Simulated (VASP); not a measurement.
# Ge (P-3m1) in VASP: further runs

Ge is run at these levels: PBE, PBEsol; tasks: electric field gradients, density of states, vibrations by perturbation theory.

Everything below comes from runs of VASP 6.6.1. Logs are shortened: lines on timing, memory, paths and dates and some standing lists are left out, and cuts for length are marked.

## (1) The cell of the first run

The structure is trigonal, space group P-3m1 (No. 164). The conventional cell has a = 4.090 Å, b = 4.090 Å, c = 3.327 Å, α = 90.00°, β = 90.00°, γ = 120.00°. Within 3.4 Å of Ge (site symmetry 3m) lie 8 Ge at 2.54 to 3.36 Å.

## (2) Electric field gradients, PBE

The input, INCAR:

```
SYSTEM = Ge
PREC = Accurate
ENCUT = 520
EDIFF = 1E-8
ISMEAR = -1
SIGMA = 0.05
LREAL = .FALSE.
LASPH = .TRUE.
NELM = 80
ALGO = Normal
ISIF = 2
LWAVE = .FALSE.
LCHARG = .FALSE.
GGA = PE
LEFG = .TRUE.
NBANDS = 21
```

The input, KPOINTS:

```
Automatic mesh
0
G
  8 8 8
  0 0 0
```

The input, POSCAR:

```
Ge
1.0
    4.0904100000      0.0000000000      0.0000000000
   -2.0452000000      3.5424000000      0.0000000000
    0.0000000000      0.0000000000      3.3265800000
Ge
2
Direct
    0.6666700000      0.3333300000      0.1408600000
    0.3333300000      0.6666700000      0.8591400000
```

Potentials or basis: VASP PAW PBE potentials, release 64 (Ge_d).

Run with:

```console
$ cat potpaw_PBE.64/Ge_d/POTCAR > POTCAR
$ mpirun -np 1 vasp_std > vasp.out
```

OUTCAR:

```text
SYSTEM = Ge
   PREC = Accurate
   ENCUT = 520
   EDIFF = 1E-8
   ISMEAR = -1
   LREAL = .FALSE.
   LASPH = .TRUE.
   NELM = 80
   ISIF = 2
   GGA = PE

 ion  position               nearest neighbor table
   1  0.667  0.333  0.141-   2 2.54   2 2.54   2 2.54
   2  0.333  0.667  0.859-   1 2.54   1 2.54   1 2.54

  LATTYP: Found a hexagonal cell.
 ALAT       =     4.0904100000
 C/A-ratio  =     0.8132632181

  Lattice vectors:

 A1 = (   4.0904100000,   0.0000000000,   0.0000000000)
 A2 = (  -2.0452000000,   3.5424000000,   0.0000000000)
 A3 = (   0.0000000000,   0.0000000000,   3.3265800000)

Analysis of symmetry for initial positions (statically):
=====================================================================
 Subroutine PRICEL returns:
 Original cell was already a primitive cell.

 Routine SETGRP: Setting up the symmetry group for a
 hexagonal supercell.

 Subroutine GETGRP returns: Found  4 space group operations
 (whereof  4 operations were pure point group operations)
 out of a pool of 24 trial point group operations.

The static configuration has the point symmetry C_2h.

Analysis of symmetry for dynamics (positions and initial velocities):
=====================================================================
 Subroutine PRICEL returns:
 Original cell was already a primitive cell.

 Routine SETGRP: Setting up the symmetry group for a
 hexagonal supercell.

 Subroutine GETGRP returns: Found  4 space group operations
 (whereof  4 operations were pure point group operations)
 out of a pool of 24 trial point group operations.

The dynamic configuration has the point symmetry C_2h.

 Subroutine INISYM returns: Found  4 space group operations
 (whereof  4 operations are pure point group operations),
 and found     1 'primitive' translations

----------------------------------------------------------------------------------------

                                     Primitive cell

  volume of cell :      48.2017

  direct lattice vectors                    reciprocal lattice vectors
     4.090410000  0.000000000  0.000000000     0.244474270  0.141146900  0.000000000
    -2.045200000  3.542400000  0.000000000     0.000000000  0.282294490  0.000000000
     0.000000000  0.000000000  3.326580000     0.000000000  0.000000000  0.300609034

  length of vectors
     4.090410000  4.090408390  3.326580000     0.282294379  0.282294490  0.300609034

  position of ions in fractional coordinates (direct lattice)
     0.666670000  0.333330000  0.140860000
     0.333330000  0.666670000  0.859140000

  ion indices of the primitive-cell ions
   primitive index   ion index
                 1           1
                 2           2

----------------------------------------------------------------------------------------

 KPOINTS: Automatic mesh

Automatic generation of k-mesh.
 Grid dimensions read from file:
 generate k-points for:    8    8    8

 Generating k-lattice:

  Cartesian coordinates                     Fractional coordinates (reciprocal lattice)
     0.030559284  0.017643362  0.000000000     0.125000000 -0.000000000  0.000000000
     0.000000000  0.035286811  0.000000000     0.000000000  0.125000000  0.000000000
     0.000000000  0.000000000  0.037576129     0.000000000  0.000000000  0.125000000

  Length of vectors
     0.035286797  0.035286811  0.037576129

  Shift w.r.t. Gamma in fractional coordinates (k-lattice)
     0.000000000  0.000000000  0.000000000

 Subroutine IBZKPT returns following result:
 ===========================================

 Found    150 irreducible k-points:

 Following reciprocal coordinates:
            Coordinates               Weight
  0.000000  0.000000  0.000000      1.000000
  0.125000  0.000000  0.000000      4.000000
 -0.125000  0.125000  0.000000      2.000000
  0.250000  0.000000  0.000000      4.000000
 -0.250000  0.250000  0.000000      2.000000
  0.375000  0.000000  0.000000      4.000000
[... 16 lines left out ...]
  0.125000  0.000000  0.125000      4.000000
  0.000000  0.125000  0.125000      4.000000
 [... further k-points ...]
   k-points           NKPTS =    150   k-points in BZ     NKDIM =    150   number of bands    NBANDS=     21
   number of dos      NEDOS =    301   number of ions     NIONS =      2
   total plane-waves  NPLWV =  25200
   dimension x,y,z NGX =    30 NGY =   30 NGZ =   28
   dimension x,y,z NGXF=    60 NGYF=   60 NGZF=   56
   ions per type =               2
   NGX,Y,Z   is equivalent  to a cutoff of  12.19, 12.19, 13.99 a.u.
   NGXF,Y,Z  is equivalent  to a cutoff of  24.39, 24.39, 27.99 a.u.
 SYSTEM =  Ge
   PREC   = accura    normal or accurate (medium, high low for compatibility)
   ISTART =      0    job   : 0-new  1-cont  2-samecut
   ICHARG =      2    charge: 1-file 2-atom 10-const
   ISPIN  =      1    spin polarized calculation?
   LNONCOLLINEAR =      F non collinear calculations
   LSORBIT =      F    spin-orbit coupling
   LASPH  =      T    aspherical Exc in radial PAW
   ENCUT  =  520.0 eV  38.22 Ry    6.18 a.u.   7.61  7.61  6.19*2*pi/ulx,y,z
   NELM   =     80;   NELMIN=  2; NELMDL= -5     # of ELM steps
   EDIFF  = 0.1E-07   stopping-criterion for ELM
   LREAL  =      F    real-space projection
   EDIFFG = 0.1E-06   stopping-criterion for IOM
   NSW    =      0    number of steps for IOM
   IBRION =     -1    ionic relax: 0-MD 1-quasi-New 2-CG
   NFREE  =      0    steps in history (QN), initial steepest desc. (CG)
   ISIF   =      2    stress and relaxation
   ISYM   =      2    0-nonsym 1-usesym 2-fastsym
   POTIM  = 0.5000    time-step for ionic-motion
   TEBEG  =    0.0;   TEEND  =   0.0 temperature during run
   PSTRESS=    0.0 pullay stress
   NELECT =      28.0000    total number of electrons
   NUPDOWN=      -1.0000    fix difference up-down
   EMIN   =  10.00;   EMAX   =-10.00  energy-range for DOS
   EFERMI =   0.00;   METHOD = LEGACY
   ISMEAR =    -1;   SIGMA  =   0.05  broadening in eV -4-tet -1-fermi 0-gaus
   EFERMI_NEDOS =   21; number of points for ismear=-14 and -15
   IALGO  =     38    algorithm
   IMIX   =      4    mixing-type and parameters
     AMIX     =   0.40;   BMIX     =  1.00
     AMIX_MAG =   1.60;   BMIX_MAG =  1.00
  volume/ion in A,a.u.               =      24.10       162.64
  Fermi-wavevector in a.u.,A,eV,Ry     =   1.365966  2.581302 25.386626  1.865864
  Thomas-Fermi vector in A             =   2.492148
   LORBIT       =      0    0 simple, 1 ext, 2 COOP (PROOUT), +10 PAW based schemes
   GGA     = PE    functional components
   LHFCALC =     F    Hartree Fock is set to
   AEXX    =    0.0000 exact exchange contribution
   IVDW    =     0    specifies the selected vdW correction
   LEPSILON=     F    determine dielectric tensor
   LRPA    =     F    only Hartree local field effects (RPA)
 non-spin polarized calculation
  energy-cutoff  :      520.00
  volume of cell :       48.20
 maximum number of plane-waves:      1320
   NGX = 15   NGY = 15   NGZ = 13

 number of electron      27.9999958 magnetization

 Free energy of the ion-electron system (eV)
  ---------------------------------------------------
  ext. energy  EPLUGINS =         0.00000000
  ---------------------------------------------------
  free energy    TOTEN  =        -8.42545924 eV

  energy without entropy =       -8.41691474  energy(sigma->0) =       -8.42118699

 E-fermi :   4.2205     XC(G=0):  -9.8134

 val. band max:        4.2204845918   @ k =   0.3750  -0.2500   0.3750
 cond. band min:       4.2418340083   @ k =   0.2500   0.1250   0.3750
 fundamental gap:      0.0213494165
 Fermi energy:         4.2205431250

 k-point     1 :       0.0000    0.0000    0.0000
  band No.  band energies     occupation
      1     -20.3781      2.00000
      2     -20.3781      2.00000
      3     -20.3306      2.00000
      4     -20.3108      2.00000
      5     -20.3107      2.00000
      6     -20.3107      2.00000
[... 13 lines left out ...]
     20      16.4407      0.00000
     21      17.7039      0.00000

 k-point     2 :       0.1250    0.0000    0.0000
  band No.  band energies     occupation
      1     -20.3817      2.00000
      2     -20.3789      2.00000
      3     -20.3275      2.00000
      4     -20.3200      2.00000
      5     -20.3064      2.00000
      6     -20.2951      2.00000
[... 520 lines left out ...]
 k-point    24 :       0.0000    0.1250    0.1250
  band No.  band energies     occupation
      1     -20.3835      2.00000
      2     -20.3787      2.00000
      3     -20.3266      2.00000
      4     -20.3142      2.00000
      5     -20.3128      2.00000
      6     -20.2946      2.00000
[... 13 lines left out ...]
     20      13.9262      0.00000
     21      15.5136      0.00000

 [... further k-points ...]

------------------------ aborting loop because EDIFF is reached ----------------------------------------

  FORCE on cell =-STRESS in cart. coord.  units (eV):
  Direction    XX          YY          ZZ          XY          YZ          ZX
  --------------------------------------------------------------------------------------
  -------------------------------------------------------------------------------------
  Total       -0.0881727     -0.0879703     -1.2616951      0.0001752      0.0001510     -0.0002615
  in kB       -2.9307734     -2.9240469    -41.9375033      0.0058226      0.0050183     -0.0086933
  external PRESSURE =     -15.9307746 kB  Pullay stress =       0.0000000 kB

 VOLUME and BASIS-vectors are now :
 -----------------------------------------------------------------------------
  energy-cutoff  :      520.00
  volume of cell :       48.20
      direct lattice vectors                 reciprocal lattice vectors
     4.090410000  0.000000000  0.000000000     0.244474270  0.141146900  0.000000000
    -2.045200000  3.542400000  0.000000000     0.000000000  0.282294490  0.000000000
     0.000000000  0.000000000  3.326580000     0.000000000  0.000000000  0.300609034

 POSITION                                       TOTAL-FORCE (eV/Angst)
 -----------------------------------------------------------------------------------
      2.04523      1.18079      0.46858        -0.000270      0.000156      0.003270
     -0.00002      2.36161      2.85800         0.000270     -0.000156     -0.003270
 -----------------------------------------------------------------------------------
    total drift:                                0.000000      0.000000      0.000000

  FREE ENERGIE OF THE ION-ELECTRON SYSTEM (eV)
  ---------------------------------------------------
  free  energy   TOTEN  =        -8.4254592380 eV

  energy  without entropy=       -8.4169147377  energy(sigma->0) =       -8.42118699

 Electric field gradients (V/A^2)
---------------------------------------------------------------------
 ion       V_xx      V_yy      V_zz      V_xy      V_xz      V_yz
---------------------------------------------------------------------
   1     -53.159   -53.169   106.328    -0.014     0.004    -0.002
   2     -53.159   -53.169   106.328    -0.014     0.004    -0.002
---------------------------------------------------------------------

 Electric field gradients after diagonalization (V/A^2)
 (convention: |V_zz| > |V_xx| > |V_yy|)
----------------------------------------------------------------------
 ion       V_xx      V_yy      V_zz     asymmetry (V_yy - V_xx)/ V_zz
----------------------------------------------------------------------
   1     -53.179   -53.149   106.328       0.000
   2     -53.179   -53.149   106.328       0.000
----------------------------------------------------------------------

           NMR quadrupolar parameters

 Cq : quadrupolar parameter    Cq=e*Q*V_zz/h
 eta: asymmetry parameters     (V_yy - V_xx)/ V_zz
 Q  : nuclear electric quadrupole moment in mb (millibarn)
----------------------------------------------------------------------
 ion       Cq(MHz)       eta       Q (mb)
----------------------------------------------------------------------
   1       0.257       0.000       1.000
   2       0.257       0.000       1.000
----------------------------------------------------------------------
```

Run time: 1.7 min. Hardware: 1 thread of Intel Xeon Platinum 8375C at 2.90GHz (Ice Lake), shared host; peak memory 0.24 GiB.

Results:

- Free energy: -8.4255 eV
- Pressure: -1.6 GPa
- Largest force: 0.003 eV/Å
- Band gap on the k mesh: zero (band 14 reaches 6.69 eV, above the bottom of band 15 at 1.87 eV)

Forces in eV/Å, atoms in the order of the input:
```
Ge   0.000  0.000  0.003
Ge   0.000  0.000 -0.003
```

Electric field gradients, principal values (V/Å²):
| atom | least | middle | greatest (by size) |
| --- | --- | --- | --- |
| 1 Ge | -53.149 | -53.179 | 106.328 |
| 2 Ge | -53.149 | -53.179 | 106.328 |

Caveat: without QUAD_EFG the Cq values of the log hold for a quadrupole moment of 1 mb, not for the nuclei.

## (3) Density of states, PBEsol

POSCAR is that of step 2.

The input, INCAR.step1:

```
PREC     = Accurate       # precision mode
ENCUT    = 520            # plane-wave cutoff, eV
EDIFF    = 1E-7           # SCF threshold, eV
ISMEAR   = -1             # smearing method
SIGMA    = 0.05           # smearing width, eV
LREAL    = False          # projectors in reciprocal space
LASPH    = True           # aspherical terms in the spheres
NELM     = 100            # most SCF steps
ALGO     = Normal         # electronic algorithm
ISIF     = 2              # what is computed and relaxed
LWAVE    = False          # write WAVECAR
LCHARG   = True           # write CHGCAR
GGA      = PS             # functional
NBANDS   = 21             # bands
```

The input, KPOINTS.step1:

```
regular mesh
0
Gamma
  4 4 5
```

The input, INCAR.step2:

```
PREC     = Accurate       # precision mode
ENCUT    = 520            # plane-wave cutoff, eV
EDIFF    = 1E-7           # SCF threshold, eV
ISMEAR   = -5             # smearing method
SIGMA    = 0.05           # smearing width, eV
LREAL    = False          # projectors in reciprocal space
LASPH    = True           # aspherical terms in the spheres
NELM     = 100            # most SCF steps
ALGO     = Normal         # electronic algorithm
ISIF     = 2              # what is computed and relaxed
LWAVE    = False          # write WAVECAR
LCHARG   = False          # write CHGCAR
GGA      = PS             # functional
LORBIT   = 10             # projections on sites
NBANDS   = 21             # bands
NEDOS    = 2001           # points of the DOS
ICHARG   = 11             # starting density
```

The input, KPOINTS.step2:

```
regular mesh
0
Gamma
  6 6 8
```

Potentials or basis: VASP PAW PBE potentials, release 64 (Ge_d).

Run with:

```console
$ cat potpaw_PBE.64/Ge_d/POTCAR > POTCAR
$ cp INCAR.step1 INCAR
$ cp KPOINTS.step1 KPOINTS
$ mpirun -np 1 vasp_std > vasp.out
$ cp INCAR.step2 INCAR
$ cp KPOINTS.step2 KPOINTS
$ mpirun -np 1 vasp_std > vasp.out
```

OUTCAR:

```text
PREC = Accurate
   ENCUT = 520
   EDIFF = 1E-7
   ISMEAR = -5
   LREAL = False
   LASPH = True
   NELM = 100
   ISIF = 2
   GGA = PS
   LORBIT = 10
   ICHARG = 11

 ion  position               nearest neighbor table
   1  0.667  0.333  0.141-   2 2.54   2 2.54   2 2.54
   2  0.333  0.667  0.859-   1 2.54   1 2.54   1 2.54

  LATTYP: Found a hexagonal cell.
 ALAT       =     4.0904100000
 C/A-ratio  =     0.8132632181

  Lattice vectors:

 A1 = (   4.0904100000,   0.0000000000,   0.0000000000)
 A2 = (  -2.0452000000,   3.5424000000,   0.0000000000)
 A3 = (   0.0000000000,   0.0000000000,   3.3265800000)

Analysis of symmetry for initial positions (statically):
=====================================================================
 Subroutine PRICEL returns:
 Original cell was already a primitive cell.

 Routine SETGRP: Setting up the symmetry group for a
 hexagonal supercell.
[... 167 lines left out ...]

 E-fermi :   3.9918     XC(G=0):  -9.9778

 val. band max:        4.5204404245   @ k =   0.0000   0.0000   0.5000
 cond. band min:       3.7341657034   @ k =   0.5000   0.5000   0.0000
 fundamental gap:     -0.7862747211
 Fermi energy:         3.9917942301

 k-point     1 :       0.0000    0.0000    0.0000
  band No.  band energies     occupation
      1     -20.4291      2.00000
      2     -20.4290      2.00000
      3     -20.3808      2.00000
      4     -20.3608      2.00000
      5     -20.3608      2.00000
      6     -20.3607      2.00000
[... 565 lines left out ...]
     20      14.2246      0.00000
     21      15.5584      0.00000

 [... further k-points ...]

------------------------ aborting loop because EDIFF is reached ----------------------------------------

  FORCE on cell =-STRESS in cart. coord.  units (eV):
  Direction    XX          YY          ZZ          XY          YZ          ZX
  --------------------------------------------------------------------------------------
  -------------------------------------------------------------------------------------
  Total       -1.2641542     -1.3782448     -1.5844059     -0.0988069     -0.0267749      0.0463754
  in kB      -42.0192420    -45.8115037    -52.6640957     -3.2842456     -0.8899711      1.5414743
  external PRESSURE =     -46.8316138 kB  Pullay stress =       0.0000000 kB

 VOLUME and BASIS-vectors are now :
 -----------------------------------------------------------------------------
  energy-cutoff  :      520.00
  volume of cell :       48.20
      direct lattice vectors                 reciprocal lattice vectors
     4.090410000  0.000000000  0.000000000     0.244474270  0.141146900  0.000000000
    -2.045200000  3.542400000  0.000000000     0.000000000  0.282294490  0.000000000
     0.000000000  0.000000000  3.326580000     0.000000000  0.000000000  0.300609034

 POSITION                                       TOTAL-FORCE (eV/Angst)
 -----------------------------------------------------------------------------------
      2.04523      1.18079      0.46858         0.051338     -0.029640     -0.092024
     -0.00002      2.36161      2.85800        -0.051338      0.029640      0.092024
 -----------------------------------------------------------------------------------
    total drift:                               -0.000000      0.000000      0.000000

  FREE ENERGIE OF THE ION-ELECTRON SYSTEM (eV)
  ---------------------------------------------------
  free  energy   TOTEN  =        -9.2209360874 eV

  energy  without entropy=       -9.2209360874  energy(sigma->0) =       -9.22093609

 total charge

# of ion       s       p       d       tot
------------------------------------------
    1        1.205   1.022  10.009  12.237
    2        1.205   1.022  10.009  12.237
--------------------------------------------------
tot          2.411   2.045  20.019  24.474
```

OSZICAR.step1:

```text
N       E                     dE             d eps       ncg     rms          rms(c)
DAV:   1     0.185602834631E+03    0.18560E+03   -0.14804E+04  1260   0.354E+03
DAV:   2     0.181125324409E+02   -0.16749E+03   -0.16220E+03  1139   0.590E+02
DAV:   3    -0.829342080062E+01   -0.26406E+02   -0.26206E+02  1314   0.142E+02
DAV:   4    -0.921686619405E+01   -0.92345E+00   -0.92285E+00  1277   0.307E+01
DAV:   5    -0.923230967213E+01   -0.15443E-01   -0.15443E-01  1279   0.440E+00    0.237E+00
DAV:   6    -0.917857477995E+01    0.53735E-01   -0.30379E-02  1524   0.277E+00    0.134E+00
DAV:   7    -0.915476486157E+01    0.23810E-01   -0.42029E-02  1463   0.291E+00    0.140E-01
DAV:   8    -0.915521400025E+01   -0.44914E-03   -0.98178E-03  1199   0.137E+00    0.463E-02
DAV:   9    -0.915526584638E+01   -0.51846E-04   -0.31960E-04  1274   0.191E-01    0.203E-02
DAV:  10    -0.915527750814E+01   -0.11662E-04   -0.27212E-05  1338   0.655E-02    0.833E-03
DAV:  11    -0.915528107584E+01   -0.35677E-05   -0.51909E-06  1224   0.242E-02    0.239E-03
DAV:  12    -0.915528095473E+01    0.12111E-06   -0.83423E-07  1531   0.156E-02    0.885E-04
DAV:  13    -0.915528096197E+01   -0.72396E-08   -0.64005E-08   880   0.253E-03
   1 F= -.91552810E+01 E0= -.91516041E+01  d E =-.735369E-02
```

Run time: 37 s. Hardware: 1 thread of Intel Xeon Platinum 8559C (Emerald Rapids), shared host; peak memory 0.19 GiB.

Results:

| Property | Result |
| --- | --- |
| Valence electrons inside the program's atomic spheres | Ge 12.24 |

Caveat: the k points lie up to 0.44 Å⁻¹ apart; the PAW data sets were made with another functional, which shifts forces and pressure a little; tetrahedron occupations give inexact forces and stress in metals.

(Part 1 of 2 ends here.)
